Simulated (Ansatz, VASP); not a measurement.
Two plane-wave programs on WS

The input POSCAR:

```
WS
1.0
    3.0078900000      0.0000000000      0.0000000000
    0.0000000000      3.0078900000      0.0000000000
    0.0000000000      0.0000000000      3.0078900000
W S
1 1
Direct
    0.5000000000      0.5000000000      0.5000000000
    0.0000000000      0.0000000000      0.0000000000
```

File INCAR.step1:

```
PREC = Accurate ; ENCUT = 520
EDIFF = 1E-5 ; ISMEAR = -1
SIGMA = 0.05 ; LREAL = False
LASPH = True ; NELM = 80
ALGO = Normal ; ISIF = 2
LWAVE = True ; LCHARG = False
NBANDS = 17 ; GGA = PE
```

Contents of INCAR.step2:

```
PREC = Accurate ; ENCUT = 520
EDIFF = 1E-7 ; ISMEAR = -1
SIGMA = 0.05 ; LREAL = False
LASPH = True ; NELM = 80
ALGO = Normal ; ISIF = 2
LWAVE = False ; LCHARG = False
GGA = PE ; LHFCALC = True
AEXX = 0.35 ; HFSCREEN = 0.2078699
PRECFOCK = Normal ; NBANDS = 17
ISTART = 1
```

The input KPOINTS:

```
Automatic mesh
0
Gamma
  5 5 5
```

The input input.yaml:

```yaml
crystal:
  lattice:
    - [3.00789, 0.0, 0.0]
    - [0.0, 3.00789, 0.0]
    - [0.0, 0.0, 3.00789]
  atoms:
    - { symbol: W, position: [0.5, 0.5, 0.5] }
    - { symbol: S, position: [0.0, 0.0, 0.0] }
hamiltonian:
  xc:
    exchange: pbe
    correlation: pbe
    exx: { coeff: 0.35, omega: 0.2078699 }
  pseudopotentials: { kind: paw }
kpoints:
  mp_grid: { grid: [5, 5, 5] }
scf:
  occupations: { method: fermi_dirac, width: 0.05 }
output:
  forces: true
  stress: true
  eigenvalues: true
  write_density: true
  write_potential: true
  elf: true
  volumetric_format: npy
```

Alike in both runs: task single point; functional PBE-based screened hybrid; k mesh 5 × 5 × 5; occupations fermi-dirac, width 0.05 eV; no spin polarisation.

|  | VASP | Ansatz |
| --- | --- | --- |
| version | VASP 6.6.1 | Ansatz 0.2.0 |
| potentials or method | VASP PAW PBE potentials, release 64 (W_sv, S) | Ansatz PAW |
| plane-wave cutoff (eV) | 520 | 420 |
| valence electrons in the cell | 20 | 20 |

|  | VASP | Ansatz | Ansatz less VASP |
| --- | --- | --- | --- |
| gap on the k mesh at the Fermi level (eV) | none | none | - |
| pressure (GPa) | -11.9 | -11.1 | +0.79 |

VASP's potentials were made for PBE, not for PBE-based screened hybrid. A gap of «none» marks a metal or a gap that the smearing closes. With one functional, cell and mesh, what is left measures potentials, basis and numerics.

The k mesh is coarse, so the values compare programs but aren't converged. Spin-orbit coupling is off throughout.
